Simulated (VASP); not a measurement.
# Te2Mo in VASP: further runs

The runs below take Te2Mo through single point, with PBE+D3(BJ).

Program: VASP 6.6.1. These are calculated values, not measurements. Logs are shortened: lines on timing, memory, paths and dates and some standing lists are left out, and cuts for length are marked.

## (1) The cell of the first run

The cell holds a slab with vacuum, 3 atoms: a = 3.691 Å, b = 3.691 Å, c = 33.270 Å, α = 90.00°, β = 90.00°, γ = 120.00°.

## (2) Single point, PBE+D3(BJ)

File INCAR:

```
SYSTEM = Te2Mo
ALGO = Normal
DIPOL = 0.5 0.5 0.500
EDIFF = 1E-7
ENCUT = 520
GGA = PE
IDIPOL = 3
ISIF = 2
ISMEAR = 0
IVDW = 12
LASPH = .TRUE.
LCHARG = .TRUE.
LDIPOL = .TRUE.
LELF = .TRUE.
LREAL = .FALSE.
LVACPOTAV = .TRUE.
LVHAR = .TRUE.
LWAVE = .FALSE.
NBANDS = 20
NELM = 80
PREC = Accurate
SIGMA = 0.02
```

File KPOINTS:

```
k-points
0
G
  9 9 1
  0 0 0
```

File POSCAR:

```
Te2Mo
1.0
    3.6910000000      0.0000000000      0.0000000000
   -1.8455000000      3.1964997654      0.0000000000
    0.0000000000      0.0000000000     33.2698832047
Te Mo
2 1
Direct
    0.3333333333      0.6666666667      0.4397052287
    0.3333333333      0.6666666667      0.5602947713
    0.6666666667      0.3333333333      0.5000000000
```

Potentials or basis: VASP PAW PBE potentials, release 64 (Te, Mo_sv).

Command:

```console
$ cat potpaw_PBE.64/Te/POTCAR potpaw_PBE.64/Mo_sv/POTCAR > POTCAR
$ mpirun -np 1 vasp_std > vasp.out
```

OUTCAR:

```text
SYSTEM = Te2Mo
   EDIFF = 1E-7
   ENCUT = 520
   GGA = PE
   ISIF = 2
   ISMEAR = 0
   IVDW = 12
   LASPH = .TRUE.
   LREAL = .FALSE.
   NELM = 80
   PREC = Accurate
 IVDW          = 12

 ion  position               nearest neighbor table
   1  0.333  0.667  0.440-   3 2.93   3 2.93   3 2.93
   2  0.333  0.667  0.560-   3 2.93   3 2.93   3 2.93
   3  0.667  0.333  0.500-   1 2.93   2 2.93   1 2.93   2 2.93   1 2.93   2 2.93

  LATTYP: Found a hexagonal cell.
 ALAT       =     3.6910000000
 C/A-ratio  =     9.0137857504

  Lattice vectors:

 A1 = (   3.6910000000,   0.0000000000,   0.0000000000)
 A2 = (  -1.8455000000,   3.1964997654,   0.0000000000)
 A3 = (   0.0000000000,   0.0000000000,  33.2698832047)

Analysis of symmetry for initial positions (statically):
=====================================================================
 Subroutine PRICEL returns:
 Original cell was already a primitive cell.

 Routine SETGRP: Setting up the symmetry group for a
 hexagonal supercell.

 Subroutine GETGRP returns: Found 12 space group operations
 (whereof 12 operations were pure point group operations)
 out of a pool of 24 trial point group operations.

The static configuration has the point symmetry D_3h.

Analysis of symmetry for dynamics (positions and initial velocities):
=====================================================================
 Subroutine PRICEL returns:
 Original cell was already a primitive cell.

 Routine SETGRP: Setting up the symmetry group for a
 hexagonal supercell.

 Subroutine GETGRP returns: Found 12 space group operations
 (whereof 12 operations were pure point group operations)
 out of a pool of 24 trial point group operations.

The dynamic configuration has the point symmetry D_3h.

 Subroutine INISYM returns: Found 12 space group operations
 (whereof 12 operations are pure point group operations),
 and found     1 'primitive' translations

----------------------------------------------------------------------------------------

                                     Primitive cell

  volume of cell :     392.5274

  direct lattice vectors                    reciprocal lattice vectors
     3.691000000  0.000000000  0.000000000     0.270929287  0.156421097  0.000000000
    -1.845500000  3.196499765  0.000000000     0.000000000  0.312842194  0.000000000
     0.000000000  0.000000000 33.269883205     0.000000000  0.000000000  0.030057214

  length of vectors
     3.691000000  3.691000000 33.269883205     0.312842194  0.312842194  0.030057214

  position of ions in fractional coordinates (direct lattice)
     0.333333333  0.666666667  0.439705229
[... 75 lines left out ...]
   POTIM  = 0.5000    time-step for ionic-motion
   TEBEG  =    0.0;   TEEND  =   0.0 temperature during run
   PSTRESS=    0.0 pullay stress
   NELECT =      26.0000    total number of electrons
   NUPDOWN=      -1.0000    fix difference up-down
   EMIN   =  10.00;   EMAX   =-10.00  energy-range for DOS
   EFERMI =   0.00;   METHOD = LEGACY
   ISMEAR =     0;   SIGMA  =   0.02  broadening in eV -4-tet -1-fermi 0-gaus
   EFERMI_NEDOS =   21; number of points for ismear=-14 and -15
   IALGO  =     38    algorithm
   IMIX   =      4    mixing-type and parameters
     AMIX     =   0.40;   BMIX     =  1.00
     AMIX_MAG =   1.60;   BMIX_MAG =  1.00
  volume/ion in A,a.u.               =     130.84       882.97
  Fermi-wavevector in a.u.,A,eV,Ry     =   0.662383  1.251723  5.969576  0.438751
  Thomas-Fermi vector in A             =   1.735436
   LORBIT       =      0    0 simple, 1 ext, 2 COOP (PROOUT), +10 PAW based schemes
   GGA     = PE    functional components
   LHFCALC =     F    Hartree Fock is set to
   AEXX    =    0.0000 exact exchange contribution
   IVDW    =    12    specifies the selected vdW correction
   LEPSILON=     F    determine dielectric tensor
   LRPA    =     F    only Hartree local field effects (RPA)
 non-spin polarized calculation
 Gauss-broadening in eV      SIGMA  =   0.02
  energy-cutoff  :      520.00
  volume of cell :      392.53
 maximum number of plane-waves:     10610
 NGX is ok and might be reduce to    28
   NGX = 13   NGY = 13   NGZ =123

 dipolmoment           0.000000      0.000000      0.000000 electrons x Angstroem

 number of electron      26.0000002 magnetization

 dipolmoment           0.000000      0.000000     -0.000000 electrons x Angstroem

 Free energy of the ion-electron system (eV)
  ---------------------------------------------------
  ext. energy  EPLUGINS =         0.00000000
  ---------------------------------------------------
  free energy    TOTEN  =       -17.29869414 eV

  energy without entropy =      -17.29869414  energy(sigma->0) =      -17.29869414

 E-fermi :  -1.9892     XC(G=0):  -2.5146

 val. band max:       -2.2544654091   @ k =   0.3333   0.3333   0.0000
 cond. band min:      -1.3769085737   @ k =   0.2222   0.1111   0.0000
 fundamental gap:      0.8775568353
 Fermi energy:        -1.9891682465

 k-point     1 :       0.0000    0.0000    0.0000
  band No.  band energies     occupation
      1     -63.2837      2.00000
      2     -37.3574      2.00000
      3     -37.2683      2.00000
      4     -37.2683      2.00000
      5     -14.1002      2.00000
      6     -13.5848      2.00000
[... 265 lines left out ...]
     19       2.4243      0.00000
     20       4.5012      0.00000

------------------------ aborting loop because EDIFF is reached ----------------------------------------

 vacuum level on the upper side and lower side of the slab       (xc-potential included)        -0.080        -0.080

 Edisp (eV)   -1.19101

 E8    (eV) :    -0.5806

  FORCE on cell =-STRESS in cart. coord.  units (eV):
  Direction    XX          YY          ZZ          XY          YZ          ZX
  --------------------------------------------------------------------------------------
  -------------------------------------------------------------------------------------
  Total      -6.34373    -6.34373    -9.73816     0.00000    -0.00000    -0.00000
  in kB     -25.89319   -25.89319   -39.74821     0.00000    -0.00000    -0.00000
  external pressure =      -30.51 kB  Pullay stress =        0.00 kB

 VOLUME and BASIS-vectors are now :
 -----------------------------------------------------------------------------
  energy-cutoff  :      520.00
  volume of cell :      392.53
      direct lattice vectors                 reciprocal lattice vectors
     3.691000000  0.000000000  0.000000000     0.270929287  0.156421097  0.000000000
    -1.845500000  3.196499765  0.000000000     0.000000000  0.312842194  0.000000000
     0.000000000  0.000000000 33.269883205     0.000000000  0.000000000  0.030057214

 POSITION                                       TOTAL-FORCE (eV/Angst)
 -----------------------------------------------------------------------------------
     -0.00000      2.13100     14.62894        -0.000000      0.000000      2.424584
     -0.00000      2.13100     18.64094        -0.000000      0.000000     -2.424584
      1.84550      1.06550     16.63494         0.000000     -0.000000      0.000000
 -----------------------------------------------------------------------------------
    total drift:                               -0.000000      0.000000      0.000000

  FREE ENERGIE OF THE ION-ELECTRON SYSTEM (eV)
  ---------------------------------------------------
  free  energy   TOTEN  =       -18.4897052260 eV

  energy  without entropy=      -18.4897052260  energy(sigma->0) =      -18.48970523

 vacuum level on the upper side and lower side of the slab         2.442         2.442
```

stdout:

```text
POSCAR found type information on POSCAR TeMo
 POSCAR found :  2 types and       3 ions
 scaLAPACK will be used
 LDA part: xc-table for (Slater+PW92), standard interpolation
 POSCAR, INCAR and KPOINTS ok, starting setup
 FFT: planning ... GRIDC
 FFT: planning ... GRID_SOFT
 FFT: planning ... GRID
 WAVECAR not read
 entering main loop
```

Wall time 1.8 min (1 thread of Intel Xeon 6975P-C (Granite Rapids), shared host); peak memory 0.45 GiB.

What came out:

- Free energy: -18.4897 eV
- Largest force: 2.425 eV/Å
- Band gap on the k mesh: 0.88 eV, indirect (least direct gap 0.97 eV)
- Dispersion energy per atom: -0.397 eV
- Ionisation potential of the upper face: 4.70 eV

Forces on the atoms (eV/Å):
```
Te   0.000  0.000  2.425
Te   0.000  0.000 -2.425
Mo   0.000  0.000  0.000
```

Levels at points of the mesh, in eV from the valence-band top:
| k point | band 9 | band 10 | band 11 | band 12 | band 13 | band 14 | band 15 | band 16 | band 17 | band 18 |
| --- | --- | --- | --- | --- | --- | --- | --- | --- | --- | --- |
| (0.00, 0.00, 0.00) | -1.15 | -1.15 | -0.62 | -0.62 | -0.60 | 2.37 | 2.37 | 2.44 | 2.44 | 3.75 |

Caveat: spin-orbit coupling is left out, which moves the levels of the heavy elements.

## (3) Single point, PBE+D3(BJ)

File INCAR:

```
SYSTEM = Te2Mo
PREC = Accurate
ENCUT = 520
EDIFF = 1E-7
ISMEAR = 0
SIGMA = 0.02
LREAL = .False.
LASPH = .True.
NELM = 60
ALGO = Normal
ISIF = 2
LWAVE = .False.
LCHARG = .True.
LDIPOL = .True.
IDIPOL = 3
DIPOL = 0.5 0.5 0.500
GGA = PE
IVDW = 12
LELF = .True.
LVHAR = .True.
LVACPOTAV = .True.
NBANDS = 20
```

File KPOINTS:

```
regular mesh
0
Gamma
  9 9 1
  0 0 0
```

File POSCAR:

```
Te2Mo
1.0
    3.6910000000      0.0000000000      0.0000000000
   -1.8455000000      3.1964997654      0.0000000000
    0.0000000000      0.0000000000     33.2698832047
Te Mo
2 1
Direct
    0.3333333333      0.6666666667      0.4491732511
    0.3333333333      0.6666666667      0.5508267489
    0.6666666667      0.3333333333      0.5000000000
```

Potentials or basis: VASP PAW PBE potentials, release 64 (Te, Mo_sv).

Command:

```console
$ cat potpaw_PBE.64/Te/POTCAR potpaw_PBE.64/Mo_sv/POTCAR > POTCAR
$ mpirun -np 1 vasp_std > vasp.out
```

Wall time 96 s (1 thread of Intel Xeon 6975P-C (Granite Rapids), shared host); peak memory 0.48 GiB.

Results (log left out):

| Quantity | Value |
| --- | --- |
| Free energy | -18.9710 eV |
| Largest force | 0.904 eV/Å |
| Band gap on the k mesh | 0.56 eV, indirect (least direct gap 0.74 eV) |
| Dispersion energy per atom | -0.371 eV |
| Ionisation potential of the upper face | 5.06 eV |

Forces on the atoms (eV/Å):
```
Te   0.000  0.000 -0.904
Te   0.000  0.000  0.904
Mo   0.000  0.000  0.000
```

Levels at points of the mesh, in eV from the valence-band top:
```csv
k point,band 10,band 11,band 12,band 13,band 14,band 15,band 16,band 17
"(0.00, 0.00, 0.00)",-1.24,-1.24,-1.05,0.00,2.74,2.74,3.12,3.12
```

Caveat: spin-orbit coupling is left out, which moves the levels of the heavy elements.

## (4) Single point, PBE+D3(BJ)

File INCAR:

```
SYSTEM = Te2Mo
ALGO = Normal ; DIPOL = 0.5 0.5 0.500
EDIFF = 1E-7 ; ENCUT = 520
GGA = PE ; IDIPOL = 3
ISIF = 2 ; ISMEAR = 0
IVDW = 12 ; LASPH = .True.
LCHARG = .False. ; LDIPOL = .True.
LREAL = .False. ; LWAVE = .False.
NBANDS = 20 ; NELM = 60
PREC = Accurate ; SIGMA = 0.02
```

File KPOINTS:

```
k-points
0
Gamma
  9 9 1
  0 0 0
```

File POSCAR:

```
Te2Mo
1.0
    3.6910000000      0.0000000000      0.0000000000
   -1.8455000000      3.1964997654      0.0000000000
    0.0000000000      0.0000000000     33.2698832047
Te Mo
2 1
Direct
    0.3333333333      0.6666666667      0.4453860421
    0.3333333333      0.6666666667      0.5546139579
    0.6666666667      0.3333333333      0.5000000000
```

Command:

```console
$ cat potpaw_PBE.64/Te/POTCAR potpaw_PBE.64/Mo_sv/POTCAR > POTCAR
$ mpirun -np 1 vasp_std > vasp.out
```

It took 78 s on 1 thread of Intel Xeon 6975P-C (Granite Rapids), shared host; peak memory 0.49 GiB.

Results (log left out):

```yaml
Free_energy: -18.9719 eV
Largest_force: 0.797 eV/Å
Band_gap_on_the_k_mesh: 0.86 eV, direct
Dispersion_energy_per_atom: -0.361 eV
```

Forces on the atoms (eV/Å):
```
Te   0.000  0.000  0.797
Te   0.000  0.000 -0.797
Mo   0.000  0.000  0.000
```

Levels at points of the mesh, in eV from the valence-band top:
| k point | band 11 | band 12 | band 13 | band 14 | band 15 | band 16 |
| --- | --- | --- | --- | --- | --- | --- |
| (0.00, 0.00, 0.00) | -0.91 | -0.91 | -0.22 | 2.65 | 2.65 | 2.88 |

Caveat: spin-orbit coupling is left out, which moves the levels of the heavy elements.

(Part 1 of 2 ends here.)
